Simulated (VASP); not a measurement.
**Cu: single point with PBE**

Cu:

```xyz
2
Lattice="2.6194 0.0000 0.0000 -1.3097 2.2684 0.0000 0.0000 0.0000 4.1432" Properties=species:S:1:pos:R:3 pbc="T T T"
Cu    0.0000    1.5123    1.0358
Cu    1.3097    0.7561    3.1074
```

This cell differs from its parent crystal: biaxial strain in the a-b plane: +2.0 %.

```json
{"Program": "VASP 6.6.1", "Task": "single point", "Functional": "PBE", "Potentials or basis": "VASP PAW PBE potentials, release 64 (Cu)", "Cutoff": "520 eV", "k mesh": "24 × 24 × 12", "Occupations": "gaussian, width 0.1 eV", "Spin": "no spin polarisation"}
```

* Pressure: -2.4 GPa
* Band gap on the k mesh: zero (band 11 reaches 10.88 eV, above the bottom of band 12 at 5.19 eV)

Stress tensor (GPa, compression positive):
```
-4.14  0.00  0.00
 0.00 -4.14  0.00
 0.00  0.00  1.18
```

Levels at points of the mesh, in eV from the Fermi level:
| k point | band 9 | band 10 | band 11 | band 12 | band 13 | band 14 |
| --- | --- | --- | --- | --- | --- | --- |
| (0.00, 0.00, 0.00) | -2.47 | -1.69 | -1.69 | -0.60 | 3.99 | 20.43 |
| (0.50, 0.00, 0.00) | -1.55 | -1.53 | -0.07 | 1.35 | 7.70 | 8.14 |
| (0.00, 0.00, 0.50) | -1.90 | -1.90 | -1.90 | -1.90 | 12.92 | 12.92 |
| (0.50, 0.00, 0.50) | -1.59 | -1.59 | 0.50 | 0.50 | 4.53 | 4.53 |

Wall time 78 s on 1 thread of Intel(R) Xeon(R) 6975P-C (Granite Rapids) (shared host), peak memory 0.26 GiB.

Caveat: the cell differs from its parent crystal (biaxial strain in the a-b plane: +2.0 %).
